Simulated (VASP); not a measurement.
# PbO2 (Fm-3m) in VASP: further runs

PbO2 is run at these levels: PBEsol; tasks: single point.

All numbers are computed with VASP 6.6.1; they aren't measurements. Logs are shortened: lines on timing, memory, paths and dates and some standing lists are left out, and cuts for length are marked.

### 1 The cell of the first run

It takes space group Fm-3m (No. 225, cubic). Conventional cell: a = 5.151 Å, b = 5.151 Å, c = 5.151 Å, α = 90.00°, β = 90.00°, γ = 90.00°. Within 2.9 Å of Pb (site symmetry m-3m) lie 8 O at 2.23 Å. O (site symmetry -43m) has 4 Pb at 2.23 Å and 6 O at 2.58 Å within 2.9 Å.

### 2 Single point, PBEsol

The input, INCAR:

```
SYSTEM = PbO2
PREC = Accurate
ENCUT = 520
EDIFF = 1E-6
ISMEAR = -1
SIGMA = 0.05
LREAL = .FALSE.
LASPH = .TRUE.
NELM = 100
ALGO = Normal
ISIF = 2
LWAVE = .FALSE.
LCHARG = .FALSE.
GGA = PS
NBANDS = 20
```

The input, KPOINTS:

```
regular mesh
0
G
  9 9 9
  0 0 0
```

The input, POSCAR:

```
PbO2
1.0
    0.0000000000      2.5754969540      2.5754969540
    2.5754969540      0.0000000000      2.5754969540
    2.5754969540      2.5754969540      0.0000000000
Pb O
1 2
Direct
    0.0000000000      0.0000000000      0.0000000000
    0.7500000000      0.7500000000      0.7500000000
    0.2500000000      0.2500000000      0.2500000000
```

Potentials or basis: VASP PAW PBE potentials, release 64 (Pb_d, O).

On the command line:

```sh
$ cat potpaw_PBE.64/Pb_d/POTCAR potpaw_PBE.64/O/POTCAR > POTCAR
$ mpirun -np 1 vasp_std > vasp.out
```

OUTCAR:

```text
SYSTEM = PbO2
   PREC = Accurate
   ENCUT = 520
   EDIFF = 1E-6
   ISMEAR = -1
   LREAL = .FALSE.
   LASPH = .TRUE.
   NELM = 100
   ISIF = 2
   GGA = PS

 ion  position               nearest neighbor table
   1  0.000  0.000  0.000-   2 2.23   2 2.23   2 2.23   2 2.23   3 2.23   3 2.23   3 2.23   3 2.23

   2  0.750  0.750  0.750-   1 2.23   1 2.23   1 2.23   1 2.23
   3  0.250  0.250  0.250-   1 2.23   1 2.23   1 2.23   1 2.23

  LATTYP: Found a face centered cubic cell.
 ALAT       =     5.1509939080

  Lattice vectors:

 A1 = (   0.0000000000,   2.5754969540,   2.5754969540)
 A2 = (   2.5754969540,   0.0000000000,   2.5754969540)
 A3 = (   2.5754969540,   2.5754969540,   0.0000000000)

Analysis of symmetry for initial positions (statically):
=====================================================================
 Subroutine PRICEL returns:
 Original cell was already a primitive cell.

 Routine SETGRP: Setting up the symmetry group for a
 face centered cubic supercell.

 Subroutine GETGRP returns: Found 48 space group operations
 (whereof 48 operations were pure point group operations)
 out of a pool of 48 trial point group operations.

The static configuration has the point symmetry O_h .

Analysis of symmetry for dynamics (positions and initial velocities):
=====================================================================
 Subroutine PRICEL returns:
 Original cell was already a primitive cell.

 Routine SETGRP: Setting up the symmetry group for a
 face centered cubic supercell.

 Subroutine GETGRP returns: Found 48 space group operations
 (whereof 48 operations were pure point group operations)
 out of a pool of 48 trial point group operations.

The dynamic configuration has the point symmetry O_h .

 Subroutine INISYM returns: Found 48 space group operations
 (whereof 48 operations are pure point group operations),
 and found     1 'primitive' translations

----------------------------------------------------------------------------------------

                                     Primitive cell

  volume of cell :      34.1675

  direct lattice vectors                    reciprocal lattice vectors
     0.000000000  2.575496954  2.575496954    -0.194137290  0.194137290  0.194137290
     2.575496954  0.000000000  2.575496954     0.194137290 -0.194137290  0.194137290
[... 83 lines left out ...]
   LSORBIT =      F    spin-orbit coupling
   LASPH  =      T    aspherical Exc in radial PAW
   ENCUT  =  520.0 eV  38.22 Ry    6.18 a.u.   6.77  6.77  6.77*2*pi/ulx,y,z
   NELM   =    100;   NELMIN=  2; NELMDL= -5     # of ELM steps
   EDIFF  = 0.1E-05   stopping-criterion for ELM
   LREAL  =      F    real-space projection
   EDIFFG = 0.1E-04   stopping-criterion for IOM
   NSW    =      0    number of steps for IOM
   IBRION =     -1    ionic relax: 0-MD 1-quasi-New 2-CG
   NFREE  =      0    steps in history (QN), initial steepest desc. (CG)
   ISIF   =      2    stress and relaxation
   ISYM   =      2    0-nonsym 1-usesym 2-fastsym
   POTIM  = 0.5000    time-step for ionic-motion
   TEBEG  =    0.0;   TEEND  =   0.0 temperature during run
   PSTRESS=    0.0 pullay stress
   NELECT =      26.0000    total number of electrons
   NUPDOWN=      -1.0000    fix difference up-down
   EMIN   =  10.00;   EMAX   =-10.00  energy-range for DOS
   EFERMI =   0.00;   METHOD = LEGACY
   ISMEAR =    -1;   SIGMA  =   0.05  broadening in eV -4-tet -1-fermi 0-gaus
   EFERMI_NEDOS =   21; number of points for ismear=-14 and -15
   IALGO  =     38    algorithm
   IMIX   =      4    mixing-type and parameters
     AMIX     =   0.40;   BMIX     =  1.00
     AMIX_MAG =   1.60;   BMIX_MAG =  1.00
  volume/ion in A,a.u.               =      11.39        76.86
  Fermi-wavevector in a.u.,A,eV,Ry     =   1.494611  2.824406 30.393548  2.233863
  Thomas-Fermi vector in A             =   2.606862
   LORBIT       =      0    0 simple, 1 ext, 2 COOP (PROOUT), +10 PAW based schemes
   GGA     = PS    functional components
   LHFCALC =     F    Hartree Fock is set to
   AEXX    =    0.0000 exact exchange contribution
   IVDW    =     0    specifies the selected vdW correction
   LEPSILON=     F    determine dielectric tensor
   LRPA    =     F    only Hartree local field effects (RPA)
 non-spin polarized calculation
  energy-cutoff  :      520.00
  volume of cell :       34.17
 maximum number of plane-waves:       941
   NGX = 13   NGY = 13   NGZ = 13

 number of electron      25.9999992 magnetization

 Free energy of the ion-electron system (eV)
  ---------------------------------------------------
  ext. energy  EPLUGINS =         0.00000000
  ---------------------------------------------------
  free energy    TOTEN  =       -16.57127476 eV

  energy without entropy =      -16.56922842  energy(sigma->0) =      -16.57025159

 E-fermi :   7.5714     XC(G=0): -12.2193

 val. band max:        7.4344944416   @ k =  -0.3333   0.4444   0.2222
 cond. band min:       7.6673318551   @ k =   0.1111   0.0000   0.0000
 fundamental gap:      0.2328374135
 Fermi energy:         7.5714404177

 k-point     1 :       0.0000    0.0000    0.0000
  band No.  band energies     occupation
      1     -12.2921      2.00000
      2      -8.4409      2.00000
      3      -8.4409      2.00000
      4      -8.4409      2.00000
      5      -8.4030      2.00000
      6      -7.9911      2.00000
[... 541 lines left out ...]
     19      23.6310      0.00000
     20      25.6449      0.00000

 [... further k-points ...]

------------------------ aborting loop because EDIFF is reached ----------------------------------------

  FORCE on cell =-STRESS in cart. coord.  units (eV):
  Direction    XX          YY          ZZ          XY          YZ          ZX
  --------------------------------------------------------------------------------------
  -------------------------------------------------------------------------------------
  Total        4.3613228      4.3613228      4.3613228     -0.0000000      0.0000000     -0.0000000
  in kB      204.5105413    204.5105413    204.5105413     -0.0000000      0.0000000     -0.0000000
  external PRESSURE =     204.5105413 kB  Pullay stress =       0.0000000 kB

 VOLUME and BASIS-vectors are now :
 -----------------------------------------------------------------------------
  energy-cutoff  :      520.00
  volume of cell :       34.17
      direct lattice vectors                 reciprocal lattice vectors
     0.000000000  2.575496954  2.575496954    -0.194137290  0.194137290  0.194137290
     2.575496954  0.000000000  2.575496954     0.194137290 -0.194137290  0.194137290
     2.575496954  2.575496954  0.000000000     0.194137290  0.194137290 -0.194137290

 POSITION                                       TOTAL-FORCE (eV/Angst)
 -----------------------------------------------------------------------------------
      0.00000      0.00000      0.00000        -0.000000     -0.000000      0.000000
      3.86325      3.86325      3.86325         0.000000      0.000000      0.000000
      1.28775      1.28775      1.28775        -0.000000     -0.000000     -0.000000
 -----------------------------------------------------------------------------------
    total drift:                                0.000000     -0.000000      0.000000

  FREE ENERGIE OF THE ION-ELECTRON SYSTEM (eV)
  ---------------------------------------------------
  free  energy   TOTEN  =       -16.5712747604 eV

  energy  without entropy=      -16.5692284197  energy(sigma->0) =      -16.57025159
```

Run time: 16 s. Hardware: 1 thread of Intel Xeon 6975P-C (Granite Rapids), shared host; peak memory 0.16 GiB.

What came out:

| Property | Result |
| --- | --- |
| Free energy | -16.5713 eV |
| Pressure | 20.5 GPa |
| Band gap on the k mesh | zero (bands 13 and 14 overlap by 1.50 eV) |

Levels at points of the mesh, in eV from the Fermi level:
| k point | band 9 | band 10 | band 11 | band 12 | band 13 | band 14 | band 15 | band 16 | band 17 | band 18 |
| --- | --- | --- | --- | --- | --- | --- | --- | --- | --- | --- |
| (0.00, 0.00, 0.00) | -2.31 | -2.31 | -1.70 | -1.63 | -1.63 | -1.63 | 7.12 | 7.12 | 7.12 | 12.09 |

Caveat: the cell stands under pressure; the PAW data sets were made with another functional, which shifts forces and pressure a little; spin-orbit coupling is left out, which moves the levels of the heavy elements.

### 3 Single point, PBEsol

This run uses another cell than the first one, of 11.93 Å³/atom.

The input, INCAR:

```
PREC = Accurate ; ENCUT = 520
EDIFF = 1E-6 ; ISMEAR = -1
SIGMA = 0.05 ; LREAL = F
LASPH = T ; NELM = 60
ALGO = Normal ; ISIF = 2
LWAVE = F ; LCHARG = F
GGA = PS ; NBANDS = 20
```

The input, KPOINTS:

```
regular mesh
0
Gamma
  9 9 9
```

The input, POSCAR:

```
PbO2
1.0
    0.0000000000      2.6153235181      2.6153235181
    2.6153235181      0.0000000000      2.6153235181
    2.6153235181      2.6153235181      0.0000000000
Pb O
1 2
Direct
    0.0000000000      0.0000000000      0.0000000000
    0.7500000000      0.7500000000      0.7500000000
    0.2500000000      0.2500000000      0.2500000000
```

Potentials or basis: VASP PAW PBE potentials, release 64 (Pb_d, O).

On the command line:

```sh
$ cat potpaw_PBE.64/Pb_d/POTCAR potpaw_PBE.64/O/POTCAR > POTCAR
$ mpirun -np 1 vasp_std > vasp.out
```

Wall time 18 s (1 thread of Intel Xeon 6975P-C (Granite Rapids), shared host); peak memory 0.16 GiB.

Results (log left out):

```
Free energy            : -16.7265 eV
Pressure               : 10.3 GPa
Band gap on the k mesh : zero (bands 13 and 14 overlap by 1.38 eV)
```

Levels at points of the mesh, in eV from the Fermi level:
```tsv
k point	band 11	band 12	band 13	band 14	band 15	band 16
(0.00, 0.00, 0.00)	-2.03	-1.45	-1.45	-1.45	7.08	7.08
```

Caveat: the cell stands under pressure; the PAW data sets were made with another functional, which shifts forces and pressure a little; spin-orbit coupling is left out, which moves the levels of the heavy elements.

### 4 Single point, PBEsol

This run uses another cell than the first one, of 12.25 Å³/atom.

The input, INCAR:

```
PREC = Accurate ; ENCUT = 520
EDIFF = 1E-6 ; ISMEAR = -1
SIGMA = 0.05 ; LREAL = F
LASPH = T ; NELM = 100
ALGO = Normal ; ISIF = 2
LWAVE = F ; LCHARG = T
GGA = PS ; LELF = T
LVHAR = T ; NBANDS = 20
```

KPOINTS is that of step 3.

The input, POSCAR:

```
PbO2
1.0
    0.0000000000      2.6389199469      2.6389199469
    2.6389199469      0.0000000000      2.6389199469
    2.6389199469      2.6389199469      0.0000000000
Pb O
1 2
Direct
    0.0000000000      0.0000000000      0.0000000000
    0.7500000000      0.7500000000      0.7500000000
    0.2500000000      0.2500000000      0.2500000000
```

Potentials or basis: VASP PAW PBE potentials, release 64 (Pb_d, O).

On the command line:

```sh
$ cat potpaw_PBE.64/Pb_d/POTCAR potpaw_PBE.64/O/POTCAR > POTCAR
$ mpirun -np 1 vasp_std > vasp.out
```

OUTCAR:

```text
PREC = Accurate
   ENCUT = 520
   EDIFF = 1E-6
   ISMEAR = -1
   LREAL = F
   LASPH = T
   NELM = 100
   ISIF = 2
   GGA = PS

 ion  position               nearest neighbor table
   1  0.000  0.000  0.000-   2 2.29   2 2.29   2 2.29   2 2.29   3 2.29   3 2.29   3 2.29   3 2.29

   2  0.750  0.750  0.750-   1 2.29   1 2.29   1 2.29   1 2.29
   3  0.250  0.250  0.250-   1 2.29   1 2.29   1 2.29   1 2.29

  LATTYP: Found a face centered cubic cell.
 ALAT       =     5.2778398938

  Lattice vectors:
[... 742 lines left out ...]

  FORCE on cell =-STRESS in cart. coord.  units (eV):
  Direction    XX          YY          ZZ          XY          YZ          ZX
  --------------------------------------------------------------------------------------
  -------------------------------------------------------------------------------------
  Total        1.2139441      1.2139441      1.2139441      0.0000000      0.0000000      0.0000000
  in kB       52.9176585     52.9176585     52.9176585      0.0000000      0.0000000      0.0000000
  external PRESSURE =      52.9176585 kB  Pullay stress =       0.0000000 kB

 VOLUME and BASIS-vectors are now :
 -----------------------------------------------------------------------------
  energy-cutoff  :      520.00
  volume of cell :       36.75
      direct lattice vectors                 reciprocal lattice vectors
     0.000000000  2.638919947  2.638919947    -0.189471454  0.189471454  0.189471454
     2.638919947  0.000000000  2.638919947     0.189471454 -0.189471454  0.189471454
     2.638919947  2.638919947  0.000000000     0.189471454  0.189471454 -0.189471454

 POSITION                                       TOTAL-FORCE (eV/Angst)
 -----------------------------------------------------------------------------------
      0.00000      0.00000      0.00000         0.000000      0.000000     -0.000000
      3.95838      3.95838      3.95838        -0.000000     -0.000000      0.000000
      1.31946      1.31946      1.31946         0.000000      0.000000     -0.000000
 -----------------------------------------------------------------------------------
    total drift:                                0.000000     -0.000000      0.000000

  FREE ENERGIE OF THE ION-ELECTRON SYSTEM (eV)
  ---------------------------------------------------
  free  energy   TOTEN  =       -16.7754533598 eV

  energy  without entropy=      -16.7697163094  energy(sigma->0) =      -16.77258483
```

Run time: 13 s. Hardware: 1 thread of Intel Xeon 6975P-C (Granite Rapids), shared host; peak memory 0.17 GiB.

What came out:

| Item | Value |
| --- | --- |
| Free energy | -16.7755 eV |
| Pressure | 5.3 GPa |
| Band gap on the k mesh | zero (bands 13 and 14 overlap by 1.32 eV) |

Levels at points of the mesh, in eV from the Fermi level:
```
           k point  band 10  band 11  band 12  band 13  band 14  band 15  band 16  band 17
(0.00, 0.00, 0.00)    -2.11    -2.11    -1.37    -1.37    -1.37     7.03     7.03     7.03
```

Caveat: the cell stands under pressure; the PAW data sets were made with another functional, which shifts forces and pressure a little; spin-orbit coupling is left out, which moves the levels of the heavy elements.

### 5 Single point, PBEsol

This run uses another cell than the first one, of 12.63 Å³/atom.

The input, INCAR:

```
ALGO = Normal ; EDIFF = 1E-6
ENCUT = 520 ; GGA = PS
ISIF = 2 ; ISMEAR = -1
LASPH = True ; LCHARG = False
LREAL = False ; LWAVE = False
NBANDS = 20 ; NELM = 60
PREC = Accurate ; SIGMA = 0.05
```

The input, KPOINTS:

```
k-points
0
Gamma
  9 9 9
```

The input, POSCAR:

```
PbO2
1.0
    0.0000000000      2.6656363225      2.6656363225
    2.6656363225      0.0000000000      2.6656363225
    2.6656363225      2.6656363225      0.0000000000
Pb O
1 2
Direct
    0.0000000000      0.0000000000      0.0000000000
    0.7500000000      0.7500000000      0.7500000000
    0.2500000000      0.2500000000      0.2500000000
```

On the command line:

```sh
$ cat potpaw_PBE.64/Pb_d/POTCAR potpaw_PBE.64/O/POTCAR > POTCAR
$ mpirun -np 1 vasp_std > vasp.out
```

It took 13 s on 1 thread of Intel Xeon 6975P-C (Granite Rapids), shared host; peak memory 0.17 GiB.

The run converged. Its results:

* Free energy: -16.7963 eV
* Pressure: 0.2 GPa
* Band gap on the k mesh: zero (bands 13 and 14 overlap by 1.25 eV)

Levels at points of the mesh, in eV from the Fermi level:
| k point | band 9 | band 10 | band 11 | band 12 | band 13 | band 14 | band 15 | band 16 | band 17 | band 18 |
| --- | --- | --- | --- | --- | --- | --- | --- | --- | --- | --- |
| (0.00, 0.00, 0.00) | -2.05 | -2.05 | -2.05 | -1.30 | -1.30 | -1.30 | 6.96 | 6.96 | 6.96 | 11.70 |

Caveat: the PAW data sets were made with another functional, which shifts forces and pressure a little; spin-orbit coupling is left out, which moves the levels of the heavy elements.

### 6 The runs side by side

```tsv
cell	gap on the mesh (eV)	pressure (GPa)
a = 3.642 Å, angles 60.0°, 3 atoms	none	20.5
a = 3.699 Å, angles 60.0°, 3 atoms	none	10.3
a = 3.732 Å, angles 60.0°, 3 atoms	none	5.3
a = 3.770 Å, angles 60.0°, 3 atoms	none	0.2
```

Alike in all rows: task single point; level PBEsol; potentials or basis VASP PAW PBE potentials, release 64 (Pb_d, O); no spin polarisation; k mesh 9 × 9 × 9; cutoff (eV) 520; smearing fermi-dirac 0.05 eV.

Caveats: the PAW data sets were made with another functional, which shifts forces and pressure a little; spin-orbit coupling is left out, which moves the levels of the heavy elements; the cell stands under pressure (at least some runs).

Absolute energies hang on the potentials; compare differences alone.

The gap in the log of VASP goes by the Fermi energy; the results here count the filled bands.